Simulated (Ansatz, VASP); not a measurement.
Fe: VASP beside Ansatz

```xyz
1
Lattice="-1.4147 1.4147 1.4147 1.4147 -1.4147 1.4147 1.4147 1.4147 -1.4147" Properties=species:S:1:pos:R:3 pbc="T T T"
Fe    0.0000    0.0000    0.0000
```

Alike in both runs: task single point; functional r2SCAN; k mesh 22 × 22 × 22; occupations gaussian, width 0.05 eV; collinear spin.

```csv
,VASP,Ansatz
version,VASP 6.6.1,Ansatz 0.2.0
potentials or method,"VASP PAW PBE potentials, release 64 (Fe), cutoff 520 eV","scalar-relativistic, plane waves, PAW"
valence electrons in the cell,8,16
```

Ansatz gave:

| Property | Result |
| --- | --- |
| gap on the k mesh at the Fermi level (eV) | none |
| pressure (GPa) | 7.4 |
| net moment per atom (μB) | 2.60 |
| size of the moment on the site where the two differ most (μB) | 2.75 |

Task: Which values does VASP return?

Result: gap on the k mesh at the Fermi level (eV): none; pressure (GPa): 7.2; net moment per atom (μB): 2.61; size of the moment on the site where the two differ most (μB): 2.67.

VASP's potentials were made for PBE, not for r2SCAN. Site moments also hang on the region over which each program counts them. A gap of «none» marks a metal or a gap that the smearing closes. VASP's potentials hold 8 valence electrons a cell and Ansatz's 16, so a difference there can come from the potentials and not from the codes. Ansatz's warnings: stability check not made.
